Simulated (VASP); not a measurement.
Here is a VASP 6.6.1 calculation.

INCAR

```
SYSTEM = TbHgB4
PREC     = Accurate       ! precision mode
ENCUT    = 500            ! plane-wave cutoff, eV
EDIFF    = 1E-6           ! SCF threshold, eV
ISMEAR   = 0              ! smearing method
SIGMA    = 0.1            ! smearing width, eV
LREAL    = .False.        ! projectors in reciprocal space
LASPH    = .True.         ! aspherical terms in the spheres
NELM     = 200            ! most SCF steps
ALGO     = Normal         ! electronic algorithm
ISIF     = 2              ! what is computed and relaxed
LWAVE    = .False.        ! write WAVECAR
LCHARG   = .False.        ! write CHGCAR
GGA      = PE             ! functional
NBANDS   = 26             ! bands
GGA_COMPAT= .False.      
LMAXMIX  = 6              ! l up to which the mixer works
```

File KPOINTS:

```
regular mesh
0
Gamma
  6 4 4
  0 0 0
```

The input POSCAR:

```
TbHgB4
1.0
    3.2319453176      0.0000000000      0.0000000000
    0.0000000000      4.0630084375      0.0000000000
    0.0000000000      0.0000000000      5.4122110201
Tb B Hg
1 4 1
Direct
    0.5000000000      0.0000000000      0.5000000000
    0.0000000000      0.5000000000      0.6670501381
    0.5000000000      0.5000000000      0.1617416679
    0.5000000000      0.5000000000      0.8382583321
    0.0000000000      0.5000000000      0.3329498619
    0.0000000000      0.0000000000      0.0000000000
```

Potentials or basis: VASP PAW PBE potentials, release 64 (Tb_3, B, Hg), 4f in core.

Command:

```sh
$ cat potpaw_PBE.64/Tb_3/POTCAR potpaw_PBE.64/B/POTCAR potpaw_PBE.64/Hg/POTCAR > POTCAR
$ mpirun -np 1 vasp_std > vasp.out
```

(1) Estimate the band gap on the k mesh.

(2) What does it give for the pressure?

(3) Estimate the largest force.

## Answers

(1) zero (an odd number of electrons rules out a gap without spin polarisation).

(2) 0.1 GPa.

(3) 0.117 eV/Å.

Caveat: the k points lie up to 0.39 Å⁻¹ apart, too coarse for converged energies and pressures of a metal; spin-orbit coupling is left out, which moves the levels of the heavy elements; the 4f electrons are frozen in the core, so they carry no moment and show no levels.
